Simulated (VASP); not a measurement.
Write the native input for VASP 6.6.1 that does the following.

* Task: single point
* Functional: LDA
* Potentials or basis: VASP PAW LDA potentials, release 64 (Ru_pv)
* Cutoff: 520 eV
* k mesh: 13 × 13 × 8
* Occupations: fermi-dirac, width 0.2 eV
* Spin: no spin polarisation
* Dipole correction: no
* Further INCAR settings: ALGO = Normal; EDIFF = 1e-07; NBANDS = 21

The structure of Ru lies in POSCAR:

```
Ru
1.0
    2.6775346364      0.0000000000      0.0000000000
   -1.3387673182      2.3188130146      0.0000000000
    0.0000000000      0.0000000000      4.2181251212
Ru
2
Direct
    0.3333333333      0.6666666667      0.2500000000
    0.6666666667      0.3333333333      0.7500000000
```

One way to write it, as run:

INCAR

```
PREC = Accurate
ENCUT = 520
EDIFF = 1E-7
ISMEAR = -1
SIGMA = 0.2
LREAL = False
LASPH = True
NELM = 80
ALGO = Normal
ISIF = 2
LWAVE = False
LCHARG = True
LELF = True
LVHAR = True
NBANDS = 21
```

KPOINTS

```
Automatic mesh
0
Gamma
  13 13 8
```

Potentials or basis: VASP PAW LDA potentials, release 64 (Ru_pv).

Launch:

```console
$ cat potpaw_LDA.64/Ru_pv/POTCAR > POTCAR
$ mpirun -np 1 vasp_std > vasp.out
```

Results of the run:

* Pressure: 1.8 GPa
* Band gap on the k mesh: zero (bands 14 and 15 overlap by 3.29 eV)

Run time: 17 s on 1 thread of Intel(R) Xeon(R) 6975P-C (Granite Rapids), with other jobs on the host, peak memory 0.16 GiB.
